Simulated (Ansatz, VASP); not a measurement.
## Two plane-wave programs on Pb

```
Pb
1.0
     5.37377    0.00000    0.00000
    -2.68689    4.65382    0.00000
     0.00000    0.00000    3.18848
Pb
2
Direct
  0.33333 0.66667 0.00000
  0.66667 0.33333 0.00000
```

Alike in both runs: functional PBE; dispersion D3(BJ); k mesh 12 × 12 × 14; occupations gaussian, width 0.1 eV; no spin polarisation.

Ansatz relaxed the structure, and its values are those at the end. VASP's run is a single point on that final structure, the one shown.

|  | VASP | Ansatz |
| --- | --- | --- |
| version | VASP 6.6.1 | Ansatz 0.2.0 |
| potentials or method | VASP PAW PBE potentials, release 64 (Pb_d), cutoff 520 eV | scalar-relativistic, plane waves, PAW |
| valence electrons in the cell | 28 | 28 |

```tsv
	VASP	Ansatz	Ansatz less VASP
gap on the k mesh at the Fermi level (eV)	none	none	-
pressure (GPa)	0.0	0.0	+0.05
```

A gap of «none» marks a metal or a gap that the smearing closes.

Neither program's run includes spin-orbit coupling.
